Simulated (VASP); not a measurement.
Runs of VASP 6.6.1 on Cr. The structure is that of space group Im-3m (No. 229), or close to it. The cells are those of the table. 

```csv
task,cell,k mesh,cutoff (eV),gap on the mesh (eV),pressure (GPa),relaxed volume (Å³/atom)
relaxation of cell and atoms,"relaxed from a = 2.438 Å, angles 109.5°, 1 atom",20 × 20 × 20,600,none,-0.1,11.12
single point,"a = 2.438 Å, angles 109.5°, 1 atom",10 × 10 × 10,520,none,-0.4,-
relaxation of cell and atoms,"relaxed from a = 2.527 Å, angles 109.5°, 1 atom",10 × 10 × 10,600,none,-0.4,11.15
single point,"a = 2.437 Å, angles 109.5°, 1 atom",20 × 20 × 20,520,none,(a),-
```

Alike in all rows: level PBEsol; potentials or basis VASP PAW PBE potentials, release 64 (Cr_pv); no spin polarisation; smearing gaussian 0.1 eV.

Question: Estimate the missing entries.

Answer: (a) -0.7.

Caveats: the PAW data sets were made with another functional, which shifts forces and pressure a little; the run has no spin polarisation, though such a crystal can be magnetic.

A gap of «none» marks levels without a gap at the run's occupations.
